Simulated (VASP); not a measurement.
A run of VASP 6.6.1 is set up as follows.

INCAR

```
PREC     = Accurate       # precision mode
ENCUT    = 520            # plane-wave cutoff, eV
EDIFF    = 1E-6           # SCF threshold, eV
ISMEAR   = 0              # smearing method
SIGMA    = 0.15           # smearing width, eV
LREAL    = False          # projectors in reciprocal space
LASPH    = True           # aspherical terms in the spheres
NELM     = 100            # most SCF steps
ALGO     = Fast           # electronic algorithm
ISIF     = 2              # what is computed and relaxed
LWAVE    = False          # write WAVECAR
LCHARG   = False          # write CHGCAR
GGA      = PS             # functional
NBANDS   = 14             # bands
```

The input KPOINTS:

```
regular mesh
0
Gamma
  16 16 16
```

The input POSCAR:

```
AlNi
1.0
    2.0211996424     -2.0211459319      0.0000000000
    2.0211996424      2.0211459319      0.0000000000
    0.0000000000      0.0000000000      2.8688666979
Al Ni
1 1
Direct
    0.0000000000      0.0000000000      0.0000000000
    0.5000000000      0.5000000000      0.5000000000
```

Potentials or basis: VASP PAW PBE potentials, release 64 (Al, Ni).

Launch:

```bash
$ cat potpaw_PBE.64/Al/POTCAR potpaw_PBE.64/Ni/POTCAR > POTCAR
$ mpirun -np 1 vasp_std > vasp.out
```

(1) Estimate the pressure.

## Answers

(1) -0.1 GPa.

Caveat: the PAW data sets were made with another functional, which shifts forces and pressure a little.
